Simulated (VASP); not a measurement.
Crystal: Ta3N.

```
Ta N
1.0
     3.89934    0.00000    0.00000
     0.00000    3.89934    0.00000
     0.00000    0.00000    3.89934
Ta N
3 1
Direct
  0.00000 0.50000 0.50000
  0.50000 0.00000 0.50000
  0.50000 0.50000 0.00000
  0.00000 0.00000 0.00000
```

* Program: VASP 6.6.1
* Task: relaxation of cell and atoms
* Functional: r2SCAN
* Potentials or basis: VASP PAW PBE potentials, release 64 (Ta_pv, N)
* Cutoff: 600 eV
* k mesh: 4 × 4 × 4
* Occupations: gaussian, width 0.1 eV
* Spin: no spin polarisation

At the start: pressure 6.6 GPa; volume 14.82 Å³/atom.

Q: How do energy, volume and symmetry change on relaxing?

A: Over 3 steps the energy falls by 9.7 meV/atom and the volume is 15.32 Å³/atom (+3.4 %); space group Pm-3m (No. 221, to 0.05 Å).

The path:
```tsv
step	energy change (eV)	largest force (eV/Å)	pressure (GPa)	volume (Å³)
1	0.0000	0.0000	6.57	59.29
2	0.0633	0.0000	-9.17	64.66
3	-0.0389	0.0000	-0.07	61.28
```

Final structure:
```yaml
crystal:
  lattice:
    - [3.94241, 0.00000, 0.00000]
    - [0.00000, 3.94241, 0.00000]
    - [0.00000, 0.00000, 3.94241]
  atoms:
    - { symbol: Ta, position: [0.00000, 0.50000, 0.50000] }
    - { symbol: Ta, position: [0.50000, 0.00000, 0.50000] }
    - { symbol: Ta, position: [0.50000, 0.50000, 0.00000] }
    - { symbol: N, position: [0.00000, 0.00000, 0.00000] }
```

Caveat: the k points lie up to 0.40 Å⁻¹ apart in the final cell; the PAW data sets were made with another functional, which shifts forces and pressure a little.
